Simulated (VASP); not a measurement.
Write the native input for VASP 6.6.1 that does the following.

| Quantity | Value |
| --- | --- |
| Task | single point |
| Functional | r2SCAN |
| Potentials or basis | VASP PAW PBE potentials, release 64 (Si, Ge_d) |
| Cutoff | 520 eV |
| k mesh | 6 × 6 × 6 |
| Occupations | gaussian, width 0.05 eV |
| Spin | no spin polarisation |
| Dipole correction | no |
| Further INCAR settings | ALGO = Normal; EDIFF = 1e-06; NBANDS = 31 |

The system is Si7Ge.

```
Si Ge
1.0
     5.33127    0.00000    0.00000
     0.00000    5.33127    0.00000
     0.00000    0.00000    5.19457
Si Ge
7 1
Direct
  0.25243 0.25243 0.25243
  0.00000 0.50000 0.50000
  0.50000 0.50000 0.00000
  0.50000 0.00000 0.50000
  0.74757 0.25243 0.74757
  0.74757 0.74757 0.25243
  0.25243 0.74757 0.74757
  0.00000 0.00000 0.00000
```

This cell differs from its parent crystal: strain -0.025 along x and y, -0.050 along z.

These files were run (other wordings do the same):

POSCAR

```
Si7Ge
1.0
    5.3312692196      0.0000000000      0.0000000000
    0.0000000000      5.3312692196      0.0000000000
    0.0000000000      0.0000000000      5.1945700089
Si Ge
7 1
Direct
    0.2524307582      0.2524307582      0.2524307582
    0.0000000000      0.5000000000      0.5000000000
    0.5000000000      0.5000000000      0.0000000000
    0.5000000000      0.0000000000      0.5000000000
    0.7475692418      0.2524307582      0.7475692418
    0.7475692418      0.7475692418      0.2524307582
    0.2524307582      0.7475692418      0.7475692418
    0.0000000000      0.0000000000      0.0000000000
```

INCAR.step1

```
SYSTEM = Si7Ge
ALGO = Normal
EDIFF = 1E-4
ENCUT = 520
GGA = PE
ISMEAR = 0
LASPH = .True.
LCHARG = .False.
LREAL = .False.
LWAVE = .True.
NBANDS = 31
NELM = 80
PREC = Accurate
SIGMA = 0.05
```

INCAR.step2

```
SYSTEM = Si7Ge
ALGO = Normal
EDIFF = 1E-6
ENCUT = 520
ISIF = 2
ISMEAR = 0
ISTART = 1
LASPH = .True.
LCHARG = .False.
LMIXTAU = .True.
LREAL = .False.
LWAVE = .False.
METAGGA = R2SCAN
NBANDS = 31
NELM = 80
PREC = Accurate
SIGMA = 0.05
```

KPOINTS

```
k-points
0
Gamma
  6 6 6
  0 0 0
```

Potentials or basis: VASP PAW PBE potentials, release 64 (Si, Ge_d).

Run with:

```sh
$ cat potpaw_PBE.64/Si/POTCAR potpaw_PBE.64/Ge_d/POTCAR > POTCAR
$ cp INCAR.step1 INCAR
$ mpirun -np 1 vasp_std > vasp.out
$ cp INCAR.step2 INCAR
$ mpirun -np 1 vasp_std > vasp.out
```

Results of the run:

```
Pressure               : 11.7 GPa
Largest force          : 0.020 eV/Å
Band gap on the k mesh : 0.23 eV
```

Caveat: the cell differs from its parent crystal (strain -0.025 along x and y, -0.050 along z); the cell stands under pressure; the PAW data sets were made with another functional, which shifts forces and pressure a little.

It took 5.3 min on 1 thread of AMD EPYC 9R45 96-Core Processor (Zen 5) (shared host), peak memory 0.31 GiB.
